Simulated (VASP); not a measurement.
Write the native input for VASP 6.6.1 that does the following.

| Quantity | Value |
| --- | --- |
| Task | single point |
| Functional | PBEsol |
| Potentials or basis | VASP PAW PBE potentials, release 64 (Ni, Ge_d) |
| Cutoff | 600 eV |
| k mesh | 12 × 12 × 4 |
| Occupations | gaussian, width 0.1 eV |
| Spin | no spin polarisation |
| Dipole correction | no |
| Further INCAR settings | ALGO = Normal; EDIFF = 1e-06; NBANDS = 74 |

The structure of Ni7Ge4 lies in POSCAR:

```
Ni7Ge4
1.0
    3.9299453747      0.0000000000      0.0000000000
   -1.9649726874      3.4034325300      0.0000000000
    0.0000000000      0.0000000000      9.8773464617
Ni Ge
7 4
Direct
    0.0000000000      0.0000000000      0.3734551902
    0.0000000000      0.0000000000      0.8785156058
    0.0000000000      0.0000000000      0.1214843942
    0.0000000000      0.0000000000      0.6265448098
    0.6666666667      0.3333333333      0.5000000000
    0.3333333333      0.6666666667      0.2454604963
    0.3333333333      0.6666666667      0.7545395037
    0.6666666667      0.3333333333      0.2416436292
    0.6666666667      0.3333333333      0.7583563708
    0.3333333333      0.6666666667      0.0000000000
    0.3333333333      0.6666666667      0.5000000000
```

One way to write it, as run:

INCAR

```
SYSTEM = Ni7Ge4
PREC = Accurate ; ENCUT = 600
EDIFF = 1E-6 ; ISMEAR = 0
SIGMA = 0.1 ; LREAL = .FALSE.
LASPH = .TRUE. ; NELM = 120
ALGO = Normal ; ISIF = 2
LWAVE = .FALSE. ; LCHARG = .FALSE.
GGA = PS ; NBANDS = 74
GGA_COMPAT = .FALSE.
```

KPOINTS

```
regular mesh
0
G
  12 12 4
  0 0 0
```

Potentials or basis: VASP PAW PBE potentials, release 64 (Ni, Ge_d).

Launch:

```bash
$ cat potpaw_PBE.64/Ni/POTCAR potpaw_PBE.64/Ge_d/POTCAR > POTCAR
$ mpirun -np 1 vasp_std > vasp.out
```

Results of the run:

```
Pressure               : 0.2 GPa
Largest force          : 0.007 eV/Å
Band gap on the k mesh : zero (bands 63 and 64 overlap by 3.05 eV)
```

Caveat: the PAW data sets were made with another functional, which shifts forces and pressure a little.

Wall time 13 min on 1 thread of Intel(R) Xeon(R) Platinum 8259CL CPU @ 2.50GHz (Skylake/Cascade Lake), on a shared host, peak memory 0.61 GiB.
